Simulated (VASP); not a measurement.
# Sb (P6_3/mmc) in VASP: further runs, part 2 of 2

VASP 6.6.1. The steps go on from the part before.

## 3. Single point, PBE (volume scaled by 0.975)

INCAR reads:

```
SYSTEM = Sb
ALGO = Normal ; EDIFF = 1E-7
ENCUT = 520 ; GGA = PE
ISIF = 2 ; ISMEAR = -1
LASPH = .True. ; LCHARG = .True.
LELF = .True. ; LREAL = .False.
LVHAR = .True. ; LWAVE = .False.
NBANDS = 12 ; NELM = 80
PREC = Accurate ; SIGMA = 0.03
```

KPOINTS reads:

```
k-points
0
Gamma
  12 12 7
  0 0 0
```

POSCAR reads:

```
Sb
1.0
    3.3406879151      0.0000000000      0.0000000000
   -1.6703439576      2.8931206006      0.0000000000
    0.0000000000      0.0000000000      5.2852079663
Sb
2
Direct
    0.3333333333      0.6666666667      0.2500000000
    0.6666666667      0.3333333333      0.7500000000
```

Potentials or basis: VASP PAW PBE potentials, release 64 (Sb).

Started as:

```sh
cat potpaw_PBE.64/Sb/POTCAR > POTCAR
mpirun -np 1 vasp_std > vasp.out
```

OUTCAR:

```text
SYSTEM = Sb
   EDIFF = 1E-7
   ENCUT = 520
   GGA = PE
   ISIF = 2
   ISMEAR = -1
   LASPH = .True.
   LREAL = .False.
   NELM = 80
   PREC = Accurate

 ion  position               nearest neighbor table
   1  0.333  0.667  0.250-   2 3.27   2 3.27   2 3.27   2 3.27   2 3.27   2 3.27
   2  0.667  0.333  0.750-   1 3.27   1 3.27   1 3.27   1 3.27   1 3.27   1 3.27

  LATTYP: Found a hexagonal cell.
 ALAT       =     3.3406879151
 C/A-ratio  =     1.5820717471

  Lattice vectors:

 A1 = (   3.3406879151,   0.0000000000,   0.0000000000)
 A2 = (  -1.6703439576,   2.8931206006,   0.0000000000)
 A3 = (   0.0000000000,   0.0000000000,   5.2852079663)

Analysis of symmetry for initial positions (statically):
=====================================================================
 Subroutine PRICEL returns:
 Original cell was already a primitive cell.

 Routine SETGRP: Setting up the symmetry group for a
 hexagonal supercell.

 Subroutine GETGRP returns: Found 24 space group operations
 (whereof 12 operations were pure point group operations)
 out of a pool of 24 trial point group operations.

The static configuration has the point symmetry D_3d.
 The point group associated with its full space group is D_6h.

Analysis of symmetry for dynamics (positions and initial velocities):
=====================================================================
 Subroutine PRICEL returns:
 Original cell was already a primitive cell.

 Routine SETGRP: Setting up the symmetry group for a
 hexagonal supercell.

 Subroutine GETGRP returns: Found 24 space group operations
 (whereof 12 operations were pure point group operations)
 out of a pool of 24 trial point group operations.

The dynamic configuration has the point symmetry D_3d.
 The point group associated with its full space group is D_6h.

 Subroutine INISYM returns: Found 24 space group operations
 (whereof 12 operations are pure point group operations),
 and found     1 'primitive' translations

[... 115 lines left out ...]
  volume/ion in A,a.u.               =      25.54       172.36
  Fermi-wavevector in a.u.,A,eV,Ry     =   0.950576  1.796327 12.294142  0.903594
  Thomas-Fermi vector in A             =   2.078965
   LORBIT       =      0    0 simple, 1 ext, 2 COOP (PROOUT), +10 PAW based schemes
   GGA     = PE    functional components
   LHFCALC =     F    Hartree Fock is set to
   AEXX    =    0.0000 exact exchange contribution
   IVDW    =     0    specifies the selected vdW correction
   LEPSILON=     F    determine dielectric tensor
   LRPA    =     F    only Hartree local field effects (RPA)
 non-spin polarized calculation
  energy-cutoff  :      520.00
  volume of cell :       51.08
 maximum number of plane-waves:      1388
 NGX is ok and might be reduce to    28
   NGX = 13   NGY = 13   NGZ = 19

 number of electron      10.0000000 magnetization

 Free energy of the ion-electron system (eV)
  ---------------------------------------------------
  ext. energy  EPLUGINS =         0.00000000
  ---------------------------------------------------
  free energy    TOTEN  =        -7.67421932 eV

  energy without entropy =       -7.67062020  energy(sigma->0) =       -7.67241976

 E-fermi :   9.2699     XC(G=0): -10.4635

 val. band max:        9.2614147409   @ k =   0.1667  -0.0000   0.0000
 cond. band min:       9.2733650439   @ k =   0.4167   0.0833   0.0000
 fundamental gap:      0.0119503030
 Fermi energy:         9.2698995152

 k-point     1 :       0.0000    0.0000    0.0000
  band No.  band energies     occupation
      1      -4.1234      2.00000
      2       0.2629      2.00000
      3       3.1293      2.00000
      4      12.6833      0.00000
      5      12.6833      0.00000
      6      14.5392      0.00000
      7      14.5392      0.00000
      8      15.5336      0.00000
      9      16.7616      0.00000
     10      18.0844      0.00000
     11      19.2495      0.00000
     12      19.2495      0.00000
[... 331 lines left out ...]
 k-point    24 :       0.3333    0.0000    0.1429
  band No.  band energies     occupation
      1      -2.0519      2.00000
      2       1.2389      2.00000
      3       4.9175      2.00000
      4       6.3344      2.00000
      5       8.2764      2.00000
      6      10.0052      0.00000
      7      11.8522      0.00000
      8      13.2740      0.00000
      9      14.1803      0.00000
     10      16.5549      0.00000
     11      18.3530      0.00000
     12      19.1629      0.00000

 [... further k-points ...]
[... 5 lines left out ...]
  --------------------------------------------------------------------------------------
  -------------------------------------------------------------------------------------
  Total        1.7037003      1.7037003      1.2491226     -0.0000000      0.0000000      0.0000000
  in kB       53.4366551     53.4366551     39.1788003     -0.0000000      0.0000000      0.0000000
  external PRESSURE =      48.6840369 kB  Pullay stress =       0.0000000 kB

 VOLUME and BASIS-vectors are now :
 -----------------------------------------------------------------------------
  energy-cutoff  :      520.00
  volume of cell :       51.08
      direct lattice vectors                 reciprocal lattice vectors
     3.340687915  0.000000000  0.000000000     0.299339545  0.172823767  0.000000000
    -1.670343958  2.893120601  0.000000000     0.000000000  0.345647534  0.000000000
     0.000000000  0.000000000  5.285207966     0.000000000  0.000000000  0.189207313

 POSITION                                       TOTAL-FORCE (eV/Angst)
 -----------------------------------------------------------------------------------
     -0.00000      1.92875      1.32130         0.000000     -0.000000      0.000000
      1.67034      0.96437      3.96391        -0.000000      0.000000      0.000000
 -----------------------------------------------------------------------------------
    total drift:                                0.000000     -0.000000      0.000000

  FREE ENERGIE OF THE ION-ELECTRON SYSTEM (eV)
  ---------------------------------------------------
  free  energy   TOTEN  =        -7.6742193213 eV

  energy  without entropy=       -7.6706201954  energy(sigma->0) =       -7.67241976
```

OSZICAR:

```text
N       E                     dE             d eps       ncg     rms          rms(c)
DAV:   1     0.328283301043E+02    0.32828E+02   -0.35957E+03  1824   0.663E+02
DAV:   2    -0.606774994326E+01   -0.38896E+02   -0.37602E+02  2432   0.106E+02
DAV:   3    -0.767018815683E+01   -0.16024E+01   -0.15834E+01  2292   0.241E+01
DAV:   4    -0.768244339721E+01   -0.12255E-01   -0.12254E-01  2084   0.255E+00
DAV:   5    -0.768256940760E+01   -0.12601E-03   -0.12601E-03  2176   0.285E-01    0.267E+00
DAV:   6    -0.767715654815E+01    0.54129E-02   -0.26260E-03  2044   0.275E-01    0.153E+00
DAV:   7    -0.767419515881E+01    0.29614E-02   -0.54297E-03  1944   0.396E-01    0.433E-02
DAV:   8    -0.767421871537E+01   -0.23557E-04   -0.99384E-05  2228   0.704E-02    0.151E-02
DAV:   9    -0.767422030425E+01   -0.15889E-05   -0.30033E-06  2068   0.125E-02    0.327E-03
DAV:  10    -0.767421985100E+01    0.45325E-06   -0.14166E-07  1644   0.250E-03    0.232E-03
DAV:  11    -0.767421923077E+01    0.62023E-06   -0.11470E-08  1160   0.800E-04    0.315E-04
DAV:  12    -0.767421932132E+01   -0.90552E-07   -0.12265E-09   980   0.280E-04
   1 F= -.76742193E+01 E0= -.76724198E+01  d E =-.359913E-02
```

Run time: 28 s. Hardware: 1 thread of Intel Xeon Platinum 8488C (Sapphire Rapids), shared host; peak memory 0.19 GiB.

What came out:

* Free energy: -7.6742 eV
* Pressure: 4.9 GPa
* Band gap on the k mesh: zero (band 5 reaches 13.40 eV, above the bottom of band 6 at 6.20 eV)

Levels at points of the mesh, in eV from the Fermi level:
```
           k point  band 3  band 4  band 5  band 6  band 7  band 8
(0.00, 0.00, 0.00)   -6.14    3.41    3.41    5.27    5.27    6.26
(0.50, 0.00, 0.00)   -4.30   -2.99   -2.50   -0.26    0.09    3.89
```

Caveat: spin-orbit coupling is left out, which moves the levels of the heavy elements.
